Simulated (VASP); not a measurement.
# Al2O3 (R-3c) in VASP: a series of runs

Runs on Al2O3. Level: r2SCAN. Tasks: single point.

Program: VASP 6.6.1. These are calculated values, not measurements. Logs are shortened: lines on timing, memory, paths and dates and some standing lists are left out, and cuts for length are marked.

**Measured values to compare with.**

“Multi-petahertz electron interference in Cr:Al2O3 solid-state material”, 2018, pmc:5906618 quotes, for a bulk crystal of Al2O3: band gap 8.7 eV (optical).

How close the calculation comes is told below.

### Step 1. The cell of the first run

The structure is trigonal, space group R-3c (No. 167). Conventional cell: a = 4.758 Å, b = 4.758 Å, c = 12.990 Å, α = 90.00°, β = 90.00°, γ = 120.00°. Within 2.5 Å of Al (site symmetry 3) lie 6 O at 1.85 to 1.97 Å. Within 2.9 Å of O (site symmetry 2) lie 4 Al at 1.85 to 1.97 Å and 12 O at 2.52 to 2.87 Å.

### Step 2. Single point, r2SCAN

POSCAR reads:

```
Al2O3
1.0
    2.3790760000      1.3735601700      4.3299000000
   -2.3790760000      1.3735601700      4.3299000000
    0.0000000000     -2.7471203400      4.3299000000
Al O
4 6
Direct
    0.3522900000      0.3522900000      0.3522900000
    0.1477100000      0.1477100000      0.1477100000
    0.6477100000      0.6477100000      0.6477100000
    0.8522900000      0.8522900000      0.8522900000
    0.5562100000      0.9437900000      0.2500000000
    0.2500000000      0.5562100000      0.9437900000
    0.9437900000      0.2500000000      0.5562100000
    0.4437900000      0.0562100000      0.7500000000
    0.7500000000      0.4437900000      0.0562100000
    0.0562100000      0.7500000000      0.4437900000
```

INCAR.step1 reads:

```
SYSTEM = Al2O3
PREC = Accurate
ENCUT = 520
ISMEAR = 0
SIGMA = 0.1
LREAL = .FALSE.
LASPH = .TRUE.
NELM = 80
NBANDS = 35
GGA = PE
ALGO = Normal
EDIFF = 1E-4
LWAVE = .TRUE.
LCHARG = .FALSE.
```

INCAR.step2 reads:

```
SYSTEM = Al2O3
PREC = Accurate
ENCUT = 520
EDIFF = 1E-6
ISMEAR = 0
SIGMA = 0.1
LREAL = .FALSE.
LASPH = .TRUE.
NELM = 80
ALGO = Normal
ISIF = 2
LWAVE = .FALSE.
LCHARG = .FALSE.
METAGGA = R2SCAN
LMIXTAU = .TRUE.
NBANDS = 35
ISTART = 1
```

KPOINTS reads:

```
regular mesh
0
G
  6 6 6
  0 0 0
```

Potentials or basis: VASP PAW PBE potentials, release 64 (Al, O).

Launch:

```console
cat potpaw_PBE.64/Al/POTCAR potpaw_PBE.64/O/POTCAR > POTCAR
cp INCAR.step1 INCAR
mpirun -np 1 vasp_std > vasp.out
cp INCAR.step2 INCAR
mpirun -np 1 vasp_std > vasp.out
```

OUTCAR:

```text
SYSTEM = Al2O3
   PREC = Accurate
   ENCUT = 520
   EDIFF = 1E-6
   ISMEAR = 0
   LREAL = .FALSE.
   LASPH = .TRUE.
   NELM = 80
   ISIF = 2
   METAGGA = R2SCAN
   ISTART = 1

 ion  position               nearest neighbor table
   1  0.352  0.352  0.352-  10 1.85   8 1.85   9 1.85   5 1.97   6 1.97   7 1.97   2 2.66   3 2.79
                             3 2.79   3 2.79   2 3.22   2 3.22   2 3.22
   2  0.148  0.148  0.148-   9 1.85   8 1.85  10 1.85   5 1.97   7 1.97   6 1.97   1 2.66   4 2.79
                             4 2.79   4 2.79   1 3.22   1 3.22   1 3.22
   3  0.648  0.648  0.648-   7 1.85   5 1.85   6 1.85   8 1.97   9 1.97  10 1.97   4 2.66   1 2.79
                             1 2.79   1 2.79   4 3.22   4 3.22   4 3.22
   4  0.852  0.852  0.852-   6 1.85   5 1.85   7 1.85   8 1.97  10 1.97   9 1.97   3 2.66   2 2.79
                             2 2.79   2 2.79   3 3.22   3 3.22   3 3.22
   5  0.556  0.944  0.250-   3 1.85   4 1.85   1 1.97   2 1.97
   6  0.250  0.556  0.944-   4 1.85   3 1.85   1 1.97   2 1.97
   7  0.944  0.250  0.556-   3 1.85   4 1.85   2 1.97   1 1.97
   8  0.444  0.056  0.750-   1 1.85   2 1.85   3 1.97   4 1.97
   9  0.750  0.444  0.056-   2 1.85   1 1.85   3 1.97   4 1.97
  10  0.056  0.750  0.444-   1 1.85   2 1.85   4 1.97   3 1.97

  LATTYP: Found a trigonal (rhomboedric) cell.
 ALAT       =     5.1278362069
 COS(alpha) =     0.5694948623

  Lattice vectors:

 A1 = (   2.3790760000,   1.3735601700,   4.3299000000)
 A2 = (  -2.3790760000,   1.3735601700,   4.3299000000)
 A3 = (   0.0000000000,  -2.7471203400,   4.3299000000)

Analysis of symmetry for initial positions (statically):
=====================================================================
 Subroutine PRICEL returns:
 Original cell was already a primitive cell.

 Routine SETGRP: Setting up the symmetry group for a
 trigonal (rhombohedral) supercell.

 Subroutine GETGRP returns: Found 12 space group operations
 (whereof  6 operations were pure point group operations)
 out of a pool of 12 trial point group operations.

The static configuration has the point symmetry S_6 .
 The point group associated with its full space group is D_3d.

Analysis of symmetry for dynamics (positions and initial velocities):
=====================================================================
 Subroutine PRICEL returns:
 Original cell was already a primitive cell.

 Routine SETGRP: Setting up the symmetry group for a
 trigonal (rhombohedral) supercell.

 Subroutine GETGRP returns: Found 12 space group operations
 (whereof  6 operations were pure point group operations)
 out of a pool of 12 trial point group operations.

The dynamic configuration has the point symmetry S_6 .
 The point group associated with its full space group is D_3d.

 Subroutine INISYM returns: Found 12 space group operations
 (whereof  6 operations are pure point group operations),
 and found     1 'primitive' translations

----------------------------------------------------------------------------------------

                                     Primitive cell

  volume of cell :      84.8956

  direct lattice vectors                    reciprocal lattice vectors
     2.379076000  1.373560170  4.329900000     0.210165627  0.121339181  0.076984072
    -2.379076000  1.373560170  4.329900000    -0.210165627  0.121339181  0.076984072
     0.000000000 -2.747120340  4.329900000     0.000000000 -0.242678363  0.076984072

  length of vectors
     5.127836207  5.127836207  5.127836208     0.254596416  0.254596416  0.254596416

  position of ions in fractional coordinates (direct lattice)
     0.352290000  0.352290000  0.352290000
     0.147710000  0.147710000  0.147710000
     0.647710000  0.647710000  0.647710000
     0.852290000  0.852290000  0.852290000
     0.556210000  0.943790000  0.250000000
     0.250000000  0.556210000  0.943790000
     0.943790000  0.250000000  0.556210000
     0.443790000  0.056210000  0.750000000
     0.750000000  0.443790000  0.056210000
     0.056210000  0.750000000  0.443790000

  ion indices of the primitive-cell ions
   primitive index   ion index
                 1           1
                 2           2
                 3           3
                 4           4
                 5           5
                 6           6
                 7           7
                 8           8
                 9           9
                10          10

----------------------------------------------------------------------------------------

 KPOINTS: regular mesh

Automatic generation of k-mesh.
 Grid dimensions read from file:
 generate k-points for:    6    6    6

 Generating k-lattice:

  Cartesian coordinates                     Fractional coordinates (reciprocal lattice)
     0.035027605  0.020223197  0.012830679     0.166666667  0.000000000  0.000000000
    -0.035027605  0.020223197  0.012830679     0.000000000  0.166666667  0.000000000
     0.000000000 -0.040446394  0.012830679     0.000000000  0.000000000  0.166666667

  Length of vectors
     0.042432736  0.042432736  0.042432736

  Shift w.r.t. Gamma in fractional coordinates (k-lattice)
     0.000000000  0.000000000  0.000000000

 Subroutine IBZKPT returns following result:
 ===========================================

 Found     32 irreducible k-points:

 Following reciprocal coordinates:
            Coordinates               Weight
  0.000000  0.000000  0.000000      1.000000
  0.166667  0.000000  0.000000      6.000000
  0.333333  0.000000  0.000000      6.000000
  0.500000  0.000000 -0.000000      3.000000
  0.166667  0.166667  0.000000      6.000000
  0.333333  0.166667  0.000000     12.000000
[... 16 lines left out ...]
  0.500000  0.500000  0.166667      6.000000
 -0.333333  0.500000  0.166667     12.000000
 [... further k-points ...]
   k-points           NKPTS =     32   k-points in BZ     NKDIM =     32   number of bands    NBANDS=     35
   number of dos      NEDOS =    301   number of ions     NIONS =     10
   total plane-waves  NPLWV =  64000
   dimension x,y,z NGX =    40 NGY =   40 NGZ =   40
   dimension x,y,z NGXF=    80 NGYF=   80 NGZF=   80
   ions per type =               4   6
   NGX,Y,Z   is equivalent  to a cutoff of  12.97, 12.97, 12.97 a.u.
   NGXF,Y,Z  is equivalent  to a cutoff of  25.94, 25.94, 25.94 a.u.
 SYSTEM =  Al2O3
   PREC   = accura    normal or accurate (medium, high low for compatibility)
   ISTART =      1    job   : 0-new  1-cont  2-samecut
   ICHARG =      0    charge: 1-file 2-atom 10-const
   ISPIN  =      1    spin polarized calculation?
   LNONCOLLINEAR =      F non collinear calculations
   LSORBIT =      F    spin-orbit coupling
   LASPH  =      T    aspherical Exc in radial PAW
   ENCUT  =  520.0 eV  38.22 Ry    6.18 a.u.   9.53  9.53  9.53*2*pi/ulx,y,z
   NELM   =     80;   NELMIN=  2; NELMDL=  0     # of ELM steps
   EDIFF  = 0.1E-05   stopping-criterion for ELM
   LREAL  =      F    real-space projection
   EDIFFG = 0.1E-04   stopping-criterion for IOM
   NSW    =      0    number of steps for IOM
   IBRION =     -1    ionic relax: 0-MD 1-quasi-New 2-CG
   NFREE  =      0    steps in history (QN), initial steepest desc. (CG)
   ISIF   =      2    stress and relaxation
   ISYM   =      2    0-nonsym 1-usesym 2-fastsym
   POTIM  = 0.5000    time-step for ionic-motion
   TEBEG  =    0.0;   TEEND  =   0.0 temperature during run
   PSTRESS=    0.0 pullay stress
   NELECT =      48.0000    total number of electrons
   NUPDOWN=      -1.0000    fix difference up-down
   EMIN   =  10.00;   EMAX   =-10.00  energy-range for DOS
   EFERMI =   0.00;   METHOD = LEGACY
   ISMEAR =     0;   SIGMA  =   0.10  broadening in eV -4-tet -1-fermi 0-gaus
   EFERMI_NEDOS =   21; number of points for ismear=-14 and -15
   IALGO  =     38    algorithm
   IMIX   =      4    mixing-type and parameters
     AMIX     =   0.40;   BMIX     =  1.00
     AMIX_MAG =   1.60;   BMIX_MAG =  1.00
  volume/ion in A,a.u.               =       8.49        57.29
  Fermi-wavevector in a.u.,A,eV,Ry     =   1.353714  2.558148 24.933236  1.832541
  Thomas-Fermi vector in A             =   2.480946
   LORBIT       =      0    0 simple, 1 ext, 2 COOP (PROOUT), +10 PAW based schemes
   METAGGA = R2SCAN    functional components
   LHFCALC =     F    Hartree Fock is set to
   AEXX    =    0.0000 exact exchange contribution
   IVDW    =     0    specifies the selected vdW correction
   LEPSILON=     F    determine dielectric tensor
   LRPA    =     F    only Hartree local field effects (RPA)
 non-spin polarized calculation
 Gauss-broadening in eV      SIGMA  =   0.10
  energy-cutoff  :      520.00
  volume of cell :       84.90
 maximum number of plane-waves:      2305
 NGX is ok and might be reduce to    40
   NGX = 19   NGY = 19   NGZ = 19

 number of electron      48.0000013 magnetization

 Free energy of the ion-electron system (eV)
  ---------------------------------------------------
  ext. energy  EPLUGINS =         0.00000000
  ---------------------------------------------------
  free energy    TOTEN  =       -96.26847906 eV

  energy without entropy =      -96.26847906  energy(sigma->0) =      -96.26847906

 E-fermi :   6.2198     XC(G=0): -12.2350

 val. band max:        5.7528719676   @ k =   0.0000   0.0000   0.0000
 cond. band min:      12.9066171235   @ k =   0.0000   0.0000   0.0000
 fundamental gap:      7.1537451559
 Fermi energy:         6.2198460062

 k-point     1 :       0.0000    0.0000    0.0000
  band No.  band energies     occupation
      1     -14.4574      2.00000
      2     -12.1623      2.00000
      3     -11.8882      2.00000
      4     -11.8882      2.00000
      5     -11.5794      2.00000
      6     -11.5794      2.00000
[... 27 lines left out ...]
     34      20.6742      0.00000
     35      21.5932      0.00000
[... 843 lines left out ...]
      5     -11.7570      2.00000
      6     -11.5556      2.00000
[... 27 lines left out ...]
     34      20.2653      0.00000
     35      20.4686      0.00000

 [... further k-points ...]

------------------------ aborting loop because EDIFF is reached ----------------------------------------

  FORCE on cell =-STRESS in cart. coord.  units (eV):
  Direction    XX          YY          ZZ          XY          YZ          ZX
  --------------------------------------------------------------------------------------
  -------------------------------------------------------------------------------------
  Total       -0.0740863     -0.0740863     -0.2923156      0.0000000      0.0000000      0.0000000
  in kB       -1.3981812     -1.3981812     -5.5166764      0.0000000      0.0000000      0.0000000
  external PRESSURE =      -2.7710130 kB  Pullay stress =       0.0000000 kB

 VOLUME and BASIS-vectors are now :
 -----------------------------------------------------------------------------
  energy-cutoff  :      520.00
  volume of cell :       84.90
      direct lattice vectors                 reciprocal lattice vectors
     2.379076000  1.373560170  4.329900000     0.210165627  0.121339181  0.076984072
    -2.379076000  1.373560170  4.329900000    -0.210165627  0.121339181  0.076984072
     0.000000000 -2.747120340  4.329900000     0.000000000 -0.242678363  0.076984072

 POSITION                                       TOTAL-FORCE (eV/Angst)
 -----------------------------------------------------------------------------------
      0.00000      0.00000      4.57614        -0.000000      0.000000     -0.103999
      0.00000      0.00000      1.91871        -0.000000      0.000000      0.103999
      0.00000      0.00000      8.41356        -0.000000      0.000000      0.103999
      0.00000      0.00000     11.07099        -0.000000      0.000000     -0.103999
     -0.92208      1.37356      7.57733        -0.005584      0.000000     -0.000000
     -0.72850     -1.48533      7.57733         0.002792     -0.004836     -0.000000
      1.65058      0.11177      7.57733         0.002792      0.004836     -0.000000
      0.92208     -1.37356      5.41238         0.005584      0.000000     -0.000000
      0.72850      1.48533      5.41238        -0.002792      0.004836     -0.000000
     -1.65058     -0.11177      5.41238        -0.002792     -0.004836     -0.000000
 -----------------------------------------------------------------------------------
    total drift:                               -0.000000     -0.000000     -0.000000

  FREE ENERGIE OF THE ION-ELECTRON SYSTEM (eV)
  ---------------------------------------------------
  free  energy   TOTEN  =       -96.2684790582 eV

  energy  without entropy=      -96.2684790582  energy(sigma->0) =      -96.26847906
```

Run time: 9.3 min. Hardware: 1 thread of Intel Xeon 8259CL, shared host; peak memory 0.29 GiB.

What came out:

```yaml
Free_energy: -96.2685 eV
Pressure: -0.3 GPa
Largest_force: 0.104 eV/Å
Band_gap_on_the_k_mesh: 7.15 eV
```

Forces on the atoms (eV/Å):
```
Al   0.000  0.000 -0.104
Al   0.000  0.000  0.104
Al   0.000  0.000  0.104
Al   0.000  0.000 -0.104
O   -0.006  0.000  0.000
O    0.003 -0.005  0.000
O    0.003  0.005  0.000
O    0.006  0.000  0.000
O   -0.003  0.005  0.000
O   -0.003 -0.005  0.000
```

Stress tensor (GPa, compression positive):
```
-0.14  0.00  0.00
 0.00 -0.14  0.00
 0.00  0.00 -0.55
```

Caveat: the PAW data sets were made with another functional, which shifts forces and pressure a little.

(Continued in part 2 of 2.)
